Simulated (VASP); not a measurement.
# BeSe3 (P4/nmm) in VASP: relaxation of cell and atoms with PBE

Aim: the relaxation of cell and atoms of BeSe3 with PBE.

All numbers are computed with VASP 6.6.1; they aren't measurements. Logs are shortened: lines on timing, memory, paths and dates and some standing lists are left out, and cuts for length are marked.

**1. The cell of the first run**

The structure is tetragonal, space group P4/nmm (No. 129). The conventional cell has a = 3.718 Å, b = 3.718 Å, c = 14.741 Å, α = 90.00°, β = 90.00°, γ = 90.00°. Be (site symmetry -4m2) has 4 Se at 2.28 Å and 4 Be at 2.63 Å within 3.0 Å. Within 3.0 Å of Se (site symmetry 4mm) lie 4 Be at 2.28 Å. Se (site symmetry 4mm) has 5 Se at 2.63 to 3.47 Å within 3.5 Å. Se (site symmetry 4mm) has 5 Se at 2.63 to 3.47 Å within 3.5 Å.

**2. Relaxation of cell and atoms, PBE**

Contents of INCAR:

```
  ALGO = Normal
  EDIFF = 1E-6
  EDIFFG = -0.01
  ENCUT = 600
  GGA = PE
  IBRION = 2
  ISIF = 3
  ISMEAR = 0
  LASPH = T
  LCHARG = F
  LREAL = F
  LWAVE = F
  NELM = 60
  NSW = 100
  PREC = Accurate
  SIGMA = 0.1
```

Contents of KPOINTS:

```
k-points
0
Gamma
  8 8 2
```

Contents of POSCAR:

```
BeSe3
1.0
    3.7181371229      0.0000000000      0.0000000000
    0.0000000000      3.7181371229      0.0000000000
    0.0000000000      0.0000000000     14.7410194603
Be Se
2 6
Direct
    0.5000000000      0.5000000000      0.0000000000
    0.0000000000      0.0000000000      0.0000000000
    0.5000000000      0.0000000000      0.9104431772
    0.0000000000      0.5000000000      0.0895568228
    0.0000000000      0.5000000000      0.3821915968
    0.5000000000      0.0000000000      0.3822403413
    0.5000000000      0.0000000000      0.6178084032
    0.0000000000      0.5000000000      0.6177596587
```

Potentials or basis: VASP PAW PBE potentials, release 64 (Be, Se).

Started as:

```bash
cat potpaw_PBE.64/Be/POTCAR potpaw_PBE.64/Se/POTCAR > POTCAR
mpirun -np 1 vasp_std > vasp.out
```

OUTCAR:

```text
EDIFF = 1E-6
   EDIFFG = -0.01
   ENCUT = 600
   GGA = PE
   IBRION = 2
   ISIF = 3
   ISMEAR = 0
   LASPH = T
   LREAL = F
   NELM = 60
   NSW = 100
   PREC = Accurate

 ion  position               nearest neighbor table
   1  0.500  0.500  0.000-   3 2.28   4 2.28   3 2.28   4 2.28
   2  0.000  0.000  0.000-   3 2.28   4 2.28   4 2.28   3 2.28
   3  0.500  0.000  0.910-   1 2.28   2 2.28   1 2.28   2 2.28
   4  0.000  0.500  0.090-   1 2.28   2 2.28   2 2.28   1 2.28
   5  0.000  0.500  0.382-   6 2.63   6 2.63   6 2.63   6 2.63
   6  0.500  0.000  0.382-   5 2.63   5 2.63   5 2.63   5 2.63
   7  0.500  0.000  0.618-   8 2.63   8 2.63   8 2.63   8 2.63
   8  0.000  0.500  0.618-   7 2.63   7 2.63   7 2.63   7 2.63

  LATTYP: Found a simple tetragonal cell.
 ALAT       =     3.7181371229
 C/A-ratio  =     3.9646250187

  Lattice vectors:

 A1 = (   3.7181371229,   0.0000000000,   0.0000000000)
 A2 = (   0.0000000000,   3.7181371229,   0.0000000000)
 A3 = (   0.0000000000,   0.0000000000,  14.7410194603)

Analysis of symmetry for initial positions (statically):
=====================================================================
 Subroutine PRICEL returns:
 Original cell was already a primitive cell.

 Routine SETGRP: Setting up the symmetry group for a
 simple tetragonal supercell.

 Subroutine GETGRP returns: Found 16 space group operations
 (whereof  8 operations were pure point group operations)
 out of a pool of 16 trial point group operations.

The static configuration has the point symmetry D_2d.
 The point group associated with its full space group is D_4h.

Analysis of symmetry for dynamics (positions and initial velocities):
=====================================================================
 Subroutine PRICEL returns:
 Original cell was already a primitive cell.

 Routine SETGRP: Setting up the symmetry group for a
 simple tetragonal supercell.

 Subroutine GETGRP returns: Found 16 space group operations
 (whereof  8 operations were pure point group operations)
 out of a pool of 16 trial point group operations.

The dynamic configuration has the point symmetry D_2d.
 The point group associated with its full space group is D_4h.

 Subroutine INISYM returns: Found 16 space group operations
 (whereof  8 operations are pure point group operations),
 and found     1 'primitive' translations

----------------------------------------------------------------------------------------

                                     Primitive cell

  volume of cell :     203.7879

  direct lattice vectors                    reciprocal lattice vectors
     3.718137123  0.000000000  0.000000000     0.268951888  0.000000000  0.000000000
     0.000000000  3.718137123  0.000000000     0.000000000  0.268951888  0.000000000
     0.000000000  0.000000000 14.741019460     0.000000000  0.000000000  0.067837913

  length of vectors
     3.718137123  3.718137123 14.741019460     0.268951888  0.268951888  0.067837913

  position of ions in fractional coordinates (direct lattice)
     0.500000000  0.500000000  0.000000000
     0.000000000  0.000000000  0.000000000
     0.500000000  0.000000000  0.910443177
     0.000000000  0.500000000  0.089556823
     0.000000000  0.500000000  0.382191597
     0.500000000  0.000000000  0.382240341
     0.500000000  0.000000000  0.617808403
     0.000000000  0.500000000  0.617759659

  ion indices of the primitive-cell ions
   primitive index   ion index
                 1           1
                 2           2
                 3           3
                 4           4
                 5           5
                 6           6
                 7           7
                 8           8

----------------------------------------------------------------------------------------

 KPOINTS: k-points

Automatic generation of k-mesh.
 Grid dimensions read from file:
 generate k-points for:    8    8    2

 Generating k-lattice:

  Cartesian coordinates                     Fractional coordinates (reciprocal lattice)
     0.033618986  0.000000000  0.000000000     0.125000000  0.000000000  0.000000000
     0.000000000  0.033618986  0.000000000     0.000000000  0.125000000  0.000000000
     0.000000000  0.000000000  0.033918957     0.000000000  0.000000000  0.500000000

  Length of vectors
     0.033618986  0.033618986  0.033918957

  Shift w.r.t. Gamma in fractional coordinates (k-lattice)
     0.000000000  0.000000000  0.000000000

 Subroutine IBZKPT returns following result:
 ===========================================

 Found     30 irreducible k-points:

 Following reciprocal coordinates:
            Coordinates               Weight
  0.000000  0.000000  0.000000      1.000000
  0.125000  0.000000  0.000000      4.000000
  0.250000  0.000000  0.000000      4.000000
  0.375000  0.000000  0.000000      4.000000
  0.500000  0.000000  0.000000      2.000000
  0.125000  0.125000  0.000000      4.000000
[... 16 lines left out ...]
  0.375000  0.125000  0.500000      8.000000
  0.500000  0.125000  0.500000      4.000000
 [... further k-points ...]
   k-points           NKPTS =     30   k-points in BZ     NKDIM =     30   number of bands    NBANDS=     25
   number of dos      NEDOS =    301   number of ions     NIONS =      8
   total plane-waves  NPLWV = 108000
   dimension x,y,z NGX =    30 NGY =   30 NGZ =  120
   dimension x,y,z NGXF=    60 NGYF=   60 NGZF=  240
   ions per type =               2   6
   NGX,Y,Z   is equivalent  to a cutoff of  13.41, 13.41, 13.53 a.u.
   NGXF,Y,Z  is equivalent  to a cutoff of  26.83, 26.83, 27.07 a.u.
 SYSTEM =  unknown system
   PREC   = accura    normal or accurate (medium, high low for compatibility)
   ISTART =      0    job   : 0-new  1-cont  2-samecut
   ICHARG =      2    charge: 1-file 2-atom 10-const
   ISPIN  =      1    spin polarized calculation?
   LNONCOLLINEAR =      F non collinear calculations
   LSORBIT =      F    spin-orbit coupling
   LASPH  =      T    aspherical Exc in radial PAW
   ENCUT  =  600.0 eV  44.10 Ry    6.64 a.u.   7.43  7.43 29.44*2*pi/ulx,y,z
   NELM   =     60;   NELMIN=  2; NELMDL= -5     # of ELM steps
   EDIFF  = 0.1E-05   stopping-criterion for ELM
   LREAL  =      F    real-space projection
   EDIFFG = -.1E-01   stopping-criterion for IOM
   NSW    =    100    number of steps for IOM
   IBRION =      2    ionic relax: 0-MD 1-quasi-New 2-CG
   NFREE  =      1    steps in history (QN), initial steepest desc. (CG)
   ISIF   =      3    stress and relaxation
   ISYM   =      2    0-nonsym 1-usesym 2-fastsym
   POTIM  = 0.5000    time-step for ionic-motion
   TEBEG  =    0.0;   TEEND  =   0.0 temperature during run
   PSTRESS=    0.0 pullay stress
   NELECT =      40.0000    total number of electrons
   NUPDOWN=      -1.0000    fix difference up-down
   EMIN   =  10.00;   EMAX   =-10.00  energy-range for DOS
   EFERMI =   0.00;   METHOD = LEGACY
   ISMEAR =     0;   SIGMA  =   0.10  broadening in eV -4-tet -1-fermi 0-gaus
   EFERMI_NEDOS =   21; number of points for ismear=-14 and -15
   IALGO  =     38    algorithm
   IMIX   =      4    mixing-type and parameters
     AMIX     =   0.40;   BMIX     =  1.00
     AMIX_MAG =   1.60;   BMIX_MAG =  1.00
  volume/ion in A,a.u.               =      25.47       171.90
  Fermi-wavevector in a.u.,A,eV,Ry     =   0.951412  1.797908 12.315792  0.905185
  Thomas-Fermi vector in A             =   2.079880
   LORBIT       =      0    0 simple, 1 ext, 2 COOP (PROOUT), +10 PAW based schemes
   GGA     = PE    functional components
   LHFCALC =     F    Hartree Fock is set to
   AEXX    =    0.0000 exact exchange contribution
   IVDW    =     0    specifies the selected vdW correction
   LEPSILON=     F    determine dielectric tensor
   LRPA    =     F    only Hartree local field effects (RPA)
 conjugate gradient relaxation of ions
 non-spin polarized calculation
 Gauss-broadening in eV      SIGMA  =   0.10
  energy-cutoff  :      600.00
  volume of cell :      203.79
 maximum number of plane-waves:      6858
 NGX is ok and might be reduce to    30
   NGX = 15   NGY = 15   NGZ = 59

--------------------------------------- Ionic step        1  -------------------------------------------

 number of electron      39.9999997 magnetization

 Free energy of the ion-electron system (eV)
  ---------------------------------------------------
  ext. energy  EPLUGINS =         0.00000000
  ---------------------------------------------------
  free energy    TOTEN  =       -30.39243437 eV

  energy without entropy =      -30.36851322  energy(sigma->0) =      -30.38047380

------------------------ aborting loop because EDIFF is reached ----------------------------------------

  FORCE on cell =-STRESS in cart. coord.  units (eV):
  Direction    XX          YY          ZZ          XY          YZ          ZX
  --------------------------------------------------------------------------------------
  -------------------------------------------------------------------------------------
  Total        0.3181525      0.3181525      0.8077938      0.0000000      0.0000000      0.0000000
  in kB        2.5013101      2.5013101      6.3508637      0.0000000      0.0000000      0.0000000
  external PRESSURE =       3.7844946 kB  Pullay stress =       0.0000000 kB
[... 107 lines left out ...]
  FREE ENERGIE OF THE ION-ELECTRON SYSTEM (eV)
  ---------------------------------------------------
  free  energy   TOTEN  =       -30.3958915202 eV

  energy  without entropy=      -30.3720360909  energy(sigma->0) =      -30.38396381

[... ionic steps 4 to 71 ...]

--------------------------------------- Ionic step       72  -------------------------------------------

 number of electron      40.0000004 magnetization

------------------------ aborting loop because EDIFF is reached ----------------------------------------

  FORCE on cell =-STRESS in cart. coord.  units (eV):
  Direction    XX          YY          ZZ          XY          YZ          ZX
  --------------------------------------------------------------------------------------
  -------------------------------------------------------------------------------------
  Total       -0.0259014     -0.0259014     -0.0496383      0.0000000      0.0000000     -0.0000000
  in kB       -0.1811378     -0.1811378     -0.3471385      0.0000000      0.0000000     -0.0000000
  external PRESSURE =      -0.2364714 kB  Pullay stress =       0.0000000 kB
[... 69 lines left out ...]
  energy  without entropy=      -30.6860224208  energy(sigma->0) =      -30.68802001

--------------------------------------- Ionic step       74  -------------------------------------------

 number of electron      40.0000004 magnetization

 Free energy of the ion-electron system (eV)
  ---------------------------------------------------
  ext. energy  EPLUGINS =         0.00000000
  ---------------------------------------------------
  free energy    TOTEN  =       -30.69003588 eV

  energy without entropy =      -30.68605601  energy(sigma->0) =      -30.68804594

 E-fermi :   1.1238     XC(G=0):  -7.5956

 val. band max:        0.9441194148   @ k =   0.1250   0.0000   0.0000
 cond. band min:       1.2024443485   @ k =   0.3750   0.0000   0.5000
 fundamental gap:      0.2583249337
 Fermi energy:         1.1237642052

 k-point     1 :       0.0000    0.0000    0.0000
  band No.  band energies     occupation
      1     -14.4637      2.00000
      2     -14.4364      2.00000
      3     -12.8274      2.00000
      4     -11.5824      2.00000
      5      -8.6993      2.00000
      6      -8.6533      2.00000
[... 661 lines left out ...]
     24       2.8505      0.00000
     25       6.0489      0.00000

 [... further k-points ...]
[... 5 lines left out ...]
  --------------------------------------------------------------------------------------
  -------------------------------------------------------------------------------------
  Total       -0.0085263     -0.0085263      0.0013404      0.0000000      0.0000000      0.0000000
  in kB       -0.0597286     -0.0597286      0.0093896      0.0000000      0.0000000      0.0000000
  external PRESSURE =      -0.0366892 kB  Pullay stress =       0.0000000 kB
[... 23 lines left out ...]
  FREE ENERGIE OF THE ION-ELECTRON SYSTEM (eV)
  ---------------------------------------------------
  free  energy   TOTEN  =       -30.6900358757 eV

  energy  without entropy=      -30.6860560097  energy(sigma->0) =      -30.68804594

 reached required accuracy - stopping structural energy minimisation
```

Run time: 70 min. Hardware: 1 thread of Intel Xeon 6975P-C (Granite Rapids), shared host; peak memory 0.44 GiB.

What came out:

```
Free energy                           : -30.6900 eV
Relaxed volume                        : 28.59 Å³/atom
Relaxed cell                          : a = 3.620 Å, b = 3.620 Å, c = 17.454 Å, α = 90.00°, β = 90.00°, γ = 90.00°
Space group after relaxing (to 0.1 Å) : P4/nmm (No. 129)
Energy gained by relaxing             : 37.2 meV/atom
Ionic steps                           : 74
Pressure after relaxing               : 0.0 GPa
Largest force after relaxing          : 0.010 eV/Å
Band gap on the k mesh                : zero (bands 20 and 21 overlap by 0.03 eV)
```

Forces on the atoms (eV/Å):
```
Be   0.000  0.000  0.000
Be   0.000  0.000  0.000
Se   0.000  0.000  0.003
Se   0.000  0.000 -0.003
Se   0.000  0.000 -0.010
Se   0.000  0.000  0.005
Se   0.000  0.000  0.010
Se   0.000  0.000 -0.005
```

The path:
```
step  energy change (eV)  largest force (eV/Å)  pressure (GPa)  volume (Å³)
   1              0.0000                0.0785            0.38       203.79
   3             -0.0035                0.0790           -0.11       205.73
   5             -0.0080                0.1388            0.10       206.66
   7             -0.0129                0.0371            0.08       209.28
   9             -0.0134                0.0026           -0.08       210.52
  11             -0.0138                0.0238           -0.07       211.06
  13             -0.0148                0.0932            0.16       212.79
  15             -0.0155                0.1167            0.26       213.42
  17             -0.0161                0.1530            0.41       214.30
  19             -0.0166                0.1725            0.45       214.88
  21             -0.0173                0.2031            0.51       215.92
  23             -0.0217                0.2464            0.46       218.36
  25             -0.0276                0.3986            0.27       228.13
  27             -0.0508                0.2240           -0.33       236.70
  29             -0.0559                0.0581           -0.15       238.04
  31             -0.0565                0.0604            0.02       237.86
  33             -0.0581                0.0730            0.06       238.00
  35             -0.0656                0.1047            0.26       238.63
  37             -0.1002                0.3055            0.48       240.92
  39              1.8131                2.1404           -1.79       246.94
  41             -0.2548                0.5647            0.03       243.57
  43             -0.2931                0.0224            0.03       243.77
  45             -0.2931                0.0444            0.03       243.77
  47             -0.2933                0.0154           -0.07       244.07
  49             -0.2935                0.0202            0.00       243.50
  51             -0.2938                0.0240           -0.02       242.74
  53             -0.2947                0.0654           -0.08       239.35
  55             -0.2948                0.0835           -0.09       237.95
  57             -0.2951                0.0775           -0.09       237.48
  59             -0.2960                0.0521           -0.04       235.35
  61             -0.2966                0.0627            0.22       226.86
  63             -0.2975                0.0268            0.05       228.28
  65             -0.2975                0.0148            0.01       227.70
  67             -0.2975                0.0235            0.05       228.14
  69             -0.2975                0.0216            0.03       228.03
  71             -0.2976                0.0255           -0.03       229.33
  73             -0.2976                0.0138            0.00       228.73
  74             -0.2976                0.0096            0.00       228.71
```

Final structure:
```cif
data_structure
_symmetry_space_group_name_H-M 'P 1'
_symmetry_Int_Tables_number 1
_cell_length_a 3.6199
_cell_length_b 3.6199
_cell_length_c 17.4541
_cell_angle_alpha 90.000
_cell_angle_beta 90.000
_cell_angle_gamma 90.000
_cell_volume 228.71
loop_
_atom_site_label
_atom_site_type_symbol
_atom_site_fract_x
_atom_site_fract_y
_atom_site_fract_z
_atom_site_occupancy
Be1 Be 0.50000 0.50000 0.00000 1
Be2 Be 0.00000 0.00000 0.00000 1
Se1 Se 0.50000 0.00000 0.92214 1
Se2 Se 0.00000 0.50000 0.07786 1
Se3 Se 0.00000 0.50000 0.34578 1
Se4 Se 0.50000 0.00000 0.38695 1
Se5 Se 0.50000 0.00000 0.65422 1
Se6 Se 0.00000 0.50000 0.61305 1
```

Caveat: semilocal functionals underestimate gaps, and a narrow one can read as zero; a cell axis changed by over 15 % at a fixed basis, so the end point is rough; this functional lacks dispersion, which binds layers or chains, so the pressure and a relaxed spacing across them are unreliable.

The gap in the log of VASP goes by the Fermi energy; the results here count the filled bands.